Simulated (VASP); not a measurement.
# GaP in VASP: notebook

GaP is run at these levels: PBE; tasks: single point.

Program: VASP 6.6.1. These are calculated values, not measurements. Logs are shortened: lines on timing, memory, paths and dates and some standing lists are left out, and cuts for length are marked.

### 1 The cell of the first run

The cell holds a sheet with vacuum, 4 atoms: a = 3.617 Å, b = 3.617 Å, c = 19.000 Å, α = 90.00°, β = 90.00°, γ = 120.00°.

The cell was built from a structure type or drawn by symmetry, and may not be a known phase.

### 2 Single point, PBE

Input file INCAR:

```
ALGO     = Normal         # electronic algorithm
DIPOL    = 0.5 0.5 0.500
EDIFF    = 1E-6           # SCF threshold, eV
ENCUT    = 520            # plane-wave cutoff, eV
GGA      = PE             # functional
IDIPOL   = 3            
ISIF     = 2              # what is computed and relaxed
ISMEAR   = 0              # smearing method
LASPH    = T              # aspherical terms in the spheres
LCHARG   = T              # write CHGCAR
LDIPOL   = T            
LELF     = T              # ELF
LREAL    = F              # projectors in reciprocal space
LVACPOTAV= T            
LVHAR    = T            
LWAVE    = F              # write WAVECAR
NBANDS   = 26             # bands
NELM     = 100            # most SCF steps
PREC     = Accurate       # precision mode
SIGMA    = 0.1            # smearing width, eV
```

Input file KPOINTS:

```
k-points
0
Gamma
  6 6 1
```

Input file POSCAR:

```
GaP
1.0
    3.6165848900      0.0000000000      0.0000000000
   -1.8082929500      3.1320551900      0.0000000000
    0.0000000000      0.0000000000     19.0000000000
Ga P
2 2
Direct
    0.3333333300      0.6666666700      0.4341618300
    0.3333333300      0.6666666700      0.5658381700
    0.0000000000      0.0000000000      0.3765534400
    0.0000000000      0.0000000000      0.6234465600
```

Potentials or basis: VASP PAW PBE potentials, release 64 (Ga_d, P).

Command:

```
$ cat potpaw_PBE.64/Ga_d/POTCAR potpaw_PBE.64/P/POTCAR > POTCAR
$ mpirun -np 1 vasp_std > vasp.out
```

OUTCAR:

```text
EDIFF = 1E-6
   ENCUT = 520
   GGA = PE
   ISIF = 2
   ISMEAR = 0
   LASPH = T
   LREAL = F
   NELM = 100
   PREC = Accurate

 ion  position               nearest neighbor table
   1  0.333  0.667  0.434-   3 2.36   3 2.36   3 2.36   2 2.50
   2  0.333  0.667  0.566-   4 2.36   4 2.36   4 2.36   1 2.50
   3  0.000  0.000  0.377-   1 2.36   1 2.36   1 2.36
   4  0.000  0.000  0.623-   2 2.36   2 2.36   2 2.36

  LATTYP: Found a hexagonal cell.
 ALAT       =     3.6165848900
 C/A-ratio  =     5.2535750101

  Lattice vectors:

 A1 = (   3.6165848900,   0.0000000000,   0.0000000000)
 A2 = (  -1.8082929500,   3.1320551900,   0.0000000000)
 A3 = (   0.0000000000,   0.0000000000,  19.0000000000)

Analysis of symmetry for initial positions (statically):
=====================================================================
 Subroutine PRICEL returns:
 Original cell was already a primitive cell.

 Routine SETGRP: Setting up the symmetry group for a
 hexagonal supercell.

 Subroutine GETGRP returns: Found 12 space group operations
 (whereof 12 operations were pure point group operations)
 out of a pool of 24 trial point group operations.

The static configuration has the point symmetry D_3h.

Analysis of symmetry for dynamics (positions and initial velocities):
=====================================================================
 Subroutine PRICEL returns:
 Original cell was already a primitive cell.

 Routine SETGRP: Setting up the symmetry group for a
 hexagonal supercell.

 Subroutine GETGRP returns: Found 12 space group operations
 (whereof 12 operations were pure point group operations)
 out of a pool of 24 trial point group operations.

The dynamic configuration has the point symmetry D_3h.

 Subroutine INISYM returns: Found 12 space group operations
 (whereof 12 operations are pure point group operations),
 and found     1 'primitive' translations

----------------------------------------------------------------------------------------

                                     Primitive cell

  volume of cell :     215.2195

  direct lattice vectors                    reciprocal lattice vectors
     3.616584890  0.000000000  0.000000000     0.276503948  0.159639633  0.000000000
    -1.808292950  3.132055190  0.000000000     0.000000000  0.319279176  0.000000000
     0.000000000  0.000000000 19.000000000     0.000000000  0.000000000  0.052631579

  length of vectors
     3.616584890  3.616585836 19.000000000     0.319279259  0.319279176  0.052631579

  position of ions in fractional coordinates (direct lattice)
     0.333333330  0.666666670  0.434161830
     0.333333330  0.666666670  0.565838170
     0.000000000  0.000000000  0.376553440
     0.000000000  0.000000000  0.623446560

  ion indices of the primitive-cell ions
   primitive index   ion index
                 1           1
                 2           2
                 3           3
                 4           4

----------------------------------------------------------------------------------------

 KPOINTS: k-points

Automatic generation of k-mesh.
 Grid dimensions read from file:
 generate k-points for:    6    6    1

 Generating k-lattice:

  Cartesian coordinates                     Fractional coordinates (reciprocal lattice)
     0.046083991  0.026606605  0.000000000     0.166666667  0.000000000  0.000000000
     0.000000000  0.053213196  0.000000000     0.000000000  0.166666667  0.000000000
     0.000000000  0.000000000  0.052631579     0.000000000  0.000000000  1.000000000

  Length of vectors
     0.053213210  0.053213196  0.052631579

  Shift w.r.t. Gamma in fractional coordinates (k-lattice)
     0.000000000  0.000000000  0.000000000

 Subroutine IBZKPT returns following result:
 ===========================================

 Found      7 irreducible k-points:

 Following reciprocal coordinates:
            Coordinates               Weight
  0.000000  0.000000  0.000000      1.000000
  0.166667  0.000000  0.000000      6.000000
  0.333333  0.000000  0.000000      6.000000
  0.500000  0.000000  0.000000      3.000000
  0.166667  0.166667  0.000000      6.000000
  0.333333  0.166667  0.000000     12.000000
  0.333333  0.333333  0.000000      2.000000
   k-points           NKPTS =      7   k-points in BZ     NKDIM =      7   number of bands    NBANDS=     26
   number of dos      NEDOS =    301   number of ions     NIONS =      4
   total plane-waves  NPLWV = 112896
   dimension x,y,z NGX =    28 NGY =   28 NGZ =  144
   dimension x,y,z NGXF=    56 NGYF=   56 NGZF=  288
   ions per type =               2   2
   NGX,Y,Z   is equivalent  to a cutoff of  12.87, 12.87, 12.60 a.u.
   NGXF,Y,Z  is equivalent  to a cutoff of  25.74, 25.74, 25.20 a.u.
 SYSTEM =  unknown system
   PREC   = accura    normal or accurate (medium, high low for compatibility)
   ISTART =      0    job   : 0-new  1-cont  2-samecut
   ICHARG =      2    charge: 1-file 2-atom 10-const
   ISPIN  =      1    spin polarized calculation?
   LNONCOLLINEAR =      F non collinear calculations
   LSORBIT =      F    spin-orbit coupling
   LASPH  =      T    aspherical Exc in radial PAW
   ENCUT  =  520.0 eV  38.22 Ry    6.18 a.u.   6.72  6.72 35.33*2*pi/ulx,y,z
   NELM   =    100;   NELMIN=  2; NELMDL= -5     # of ELM steps
   EDIFF  = 0.1E-05   stopping-criterion for ELM
   LREAL  =      F    real-space projection
   EDIFFG = 0.1E-04   stopping-criterion for IOM
   NSW    =      0    number of steps for IOM
   IBRION =     -1    ionic relax: 0-MD 1-quasi-New 2-CG
   NFREE  =      0    steps in history (QN), initial steepest desc. (CG)
   ISIF   =      2    stress and relaxation
   ISYM   =      2    0-nonsym 1-usesym 2-fastsym
   POTIM  = 0.5000    time-step for ionic-motion
   TEBEG  =    0.0;   TEEND  =   0.0 temperature during run
   PSTRESS=    0.0 pullay stress
   NELECT =      36.0000    total number of electrons
   NUPDOWN=      -1.0000    fix difference up-down
   EMIN   =  10.00;   EMAX   =-10.00  energy-range for DOS
   EFERMI =   0.00;   METHOD = LEGACY
   ISMEAR =     0;   SIGMA  =   0.10  broadening in eV -4-tet -1-fermi 0-gaus
   EFERMI_NEDOS =   21; number of points for ismear=-14 and -15
   IALGO  =     38    algorithm
   IMIX   =      4    mixing-type and parameters
     AMIX     =   0.40;   BMIX     =  1.00
     AMIX_MAG =   1.60;   BMIX_MAG =  1.00
  volume/ion in A,a.u.               =      53.80       363.09
  Fermi-wavevector in a.u.,A,eV,Ry     =   0.902018  1.704566 11.070191  0.813636
  Thomas-Fermi vector in A             =   2.025170
   LORBIT       =      0    0 simple, 1 ext, 2 COOP (PROOUT), +10 PAW based schemes
   GGA     = PE    functional components
   LHFCALC =     F    Hartree Fock is set to
   AEXX    =    0.0000 exact exchange contribution
   IVDW    =     0    specifies the selected vdW correction
   LEPSILON=     F    determine dielectric tensor
   LRPA    =     F    only Hartree local field effects (RPA)
 non-spin polarized calculation
 Gauss-broadening in eV      SIGMA  =   0.10
  energy-cutoff  :      520.00
  volume of cell :      215.22
 maximum number of plane-waves:      5811
 NGX is ok and might be reduce to    28
   NGX = 13   NGY = 13   NGZ = 71

 number of electron      35.9999980 magnetization

 dipolmoment           0.000000      0.000000      0.000000 electrons x Angstroem

 Free energy of the ion-electron system (eV)
  ---------------------------------------------------
  ext. energy  EPLUGINS =         0.00000000
  ---------------------------------------------------
  free energy    TOTEN  =       -15.75871488 eV

  energy without entropy =      -15.75132600  energy(sigma->0) =      -15.75502044

 E-fermi :  -2.1843     XC(G=0):  -4.4186

 val. band max:       -2.2831049265   @ k =   0.3333   0.1667   0.0000
 cond. band min:      -1.8682130220   @ k =   0.1667   0.0000   0.0000
 fundamental gap:      0.4148919046
 Fermi energy:        -2.1843447974

 k-point     1 :       0.0000    0.0000    0.0000
  band No.  band energies     occupation
      1     -16.3711      2.00000
      2     -16.2408      2.00000
      3     -16.2408      2.00000
      4     -16.1630      2.00000
      5     -16.1630      2.00000
      6     -16.1477      2.00000
[... 18 lines left out ...]
     25       3.4105      0.00000
     26       4.3779      0.00000

 k-point     2 :       0.1667    0.0000    0.0000
  band No.  band energies     occupation
      1     -16.3642      2.00000
      2     -16.2678      2.00000
      3     -16.2394      2.00000
      4     -16.1928      2.00000
      5     -16.1541      2.00000
      6     -16.1501      2.00000
[... 18 lines left out ...]
     25       4.2589      0.00000
     26       4.5031      0.00000

 k-point     3 :       0.3333    0.0000    0.0000
  band No.  band energies     occupation
      1     -16.3559      2.00000
      2     -16.3120      2.00000
      3     -16.2411      2.00000
      4     -16.2397      2.00000
      5     -16.1674      2.00000
      6     -16.1265      2.00000
[... 18 lines left out ...]
     25       4.7946      0.00000
     26       5.0112      0.00000

 k-point     4 :       0.5000    0.0000    0.0000
  band No.  band energies     occupation
      1     -16.3602      2.00000
      2     -16.3244      2.00000
      3     -16.2623      2.00000
      4     -16.2408      2.00000
      5     -16.1741      2.00000
      6     -16.1167      2.00000
[... 18 lines left out ...]
     25       5.3352      0.00000
     26       6.5476      0.00000

 k-point     5 :       0.1667    0.1667    0.0000
  band No.  band energies     occupation
      1     -16.3552      2.00000
      2     -16.3004      2.00000
      3     -16.2428      2.00000
      4     -16.2266      2.00000
      5     -16.1589      2.00000
      6     -16.1350      2.00000
[... 18 lines left out ...]
     25       4.5526      0.00000
     26       4.7522      0.00000

 k-point     6 :       0.3333    0.1667    0.0000
  band No.  band energies     occupation
      1     -16.3506      2.00000
      2     -16.3240      2.00000
      3     -16.2550      2.00000
      4     -16.2495      2.00000
      5     -16.1622      2.00000
      6     -16.1220      2.00000
[... 18 lines left out ...]
     25       5.1153      0.00000
     26       5.9017      0.00000

 k-point     7 :       0.3333    0.3333    0.0000
  band No.  band energies     occupation
      1     -16.3397      2.00000
      2     -16.3313      2.00000
      3     -16.2598      2.00000
      4     -16.2578      2.00000
      5     -16.1485      2.00000
      6     -16.1223      2.00000
[... 18 lines left out ...]
     25       6.6819      0.00000
     26       6.7085      0.00000

------------------------ aborting loop because EDIFF is reached ----------------------------------------

  FORCE on cell =-STRESS in cart. coord.  units (eV):
  Direction    XX          YY          ZZ          XY          YZ          ZX
  --------------------------------------------------------------------------------------
  -------------------------------------------------------------------------------------
  Total        1.1373387      1.1373393      0.4166938     -0.0000002     -0.0000000      0.0000000
  in kB        8.4667886      8.4667929      3.1020297     -0.0000014     -0.0000000      0.0000000
  external PRESSURE =       6.6785371 kB  Pullay stress =       0.0000000 kB

 VOLUME and BASIS-vectors are now :
 -----------------------------------------------------------------------------
  energy-cutoff  :      520.00
  volume of cell :      215.22
      direct lattice vectors                 reciprocal lattice vectors
     3.616584890  0.000000000  0.000000000     0.276503948  0.159639633  0.000000000
    -1.808292950  3.132055190  0.000000000     0.000000000  0.319279176  0.000000000
     0.000000000  0.000000000 19.000000000     0.000000000  0.000000000  0.052631579

 POSITION                                       TOTAL-FORCE (eV/Angst)
 -----------------------------------------------------------------------------------
     -0.00000      2.08804      8.24907        -0.000000     -0.000000     -0.663912
     -0.00000      2.08804     10.75093         0.000000      0.000000      0.663912
      0.00000      0.00000      7.15452        -0.000000     -0.000000      0.264004
      0.00000      0.00000     11.84548        -0.000000      0.000000     -0.264004
 -----------------------------------------------------------------------------------
    total drift:                               -0.000004     -0.000034      0.000000

  FREE ENERGIE OF THE ION-ELECTRON SYSTEM (eV)
  ---------------------------------------------------
  free  energy   TOTEN  =       -15.7587148769 eV

  energy  without entropy=      -15.7513259953  energy(sigma->0) =      -15.75502044

 vacuum level on the upper side and lower side of the slab         3.741         3.741
```

Run time: 86 s. Hardware: 1 thread of Intel Xeon 6975P-C (Granite Rapids), shared host; peak memory 0.32 GiB.

Results:

* Free energy: -15.7587 eV
* Largest force: 0.664 eV/Å
* Band gap on the k mesh: zero (bands 18 and 19 overlap by 1.56 eV)

Forces in eV/Å, atoms in the order of the input:
```
Ga   0.000  0.000 -0.664
Ga   0.000  0.000  0.664
P    0.000  0.000  0.264
P    0.000  0.000 -0.264
```

### 3 Single point, PBE

This run uses another cell than the first one.

Input file INCAR:

```
SYSTEM = GaP
PREC = Accurate
ENCUT = 520
EDIFF = 1E-7
ISMEAR = 0
SIGMA = 0.1
LREAL = .FALSE.
LASPH = .TRUE.
NELM = 60
ALGO = Normal
ISIF = 2
LWAVE = .FALSE.
LCHARG = .TRUE.
LDIPOL = .TRUE.
IDIPOL = 3
DIPOL = 0.5 0.5 0.286
GGA = PE
LELF = .TRUE.
LVHAR = .TRUE.
LVACPOTAV = .TRUE.
NBANDS = 26
```

Input file KPOINTS:

```
regular mesh
0
G
  6 6 1
  0 0 0
```

Input file POSCAR:

```
GaP
1.0
    3.8962857202      0.0000003141      0.0000000000
   -1.9481431321      3.3742822570      0.0000000000
    0.0000000000      0.0000000000     33.1819385600
Ga P
2 2
Direct
    0.3333333333      0.6666666667      0.2094488793
    0.3333333333      0.6666666667      0.3631517831
    0.0000000000      0.0000000000      0.1977772883
    0.0000000000      0.0000000000      0.3748233741
```

Potentials or basis: VASP PAW PBE potentials, release 64 (Ga_d, P).

Command:

```
$ cat potpaw_PBE.64/Ga_d/POTCAR potpaw_PBE.64/P/POTCAR > POTCAR
$ mpirun -np 1 vasp_std > vasp.out
```

It took 4 min on 1 thread of Intel Xeon 6975P-C (Granite Rapids), shared host; peak memory 0.49 GiB.

Results (log left out):

```
Free energy                            : -16.5088 eV
Largest force                          : 0.006 eV/Å
Band gap on the k mesh                 : 1.59 eV (least direct gap 1.93 eV)
Ionisation potential of the upper face : 5.69 eV
```

Forces on the atoms (eV/Å):
```
Ga   0.000  0.000  0.005
Ga   0.000  0.000 -0.005
P    0.000  0.000 -0.006
P    0.000  0.000  0.006
```

Levels at points of the mesh, in eV from the valence-band top:
```csv
k point,band 16,band 17,band 18,band 19,band 20,band 21
"(0.00, 0.00, 0.00)",-0.50,-0.49,-0.49,1.59,1.65,3.51
"(0.50, 0.00, 0.00)",-1.93,-0.53,-0.40,1.88,2.11,2.51
```
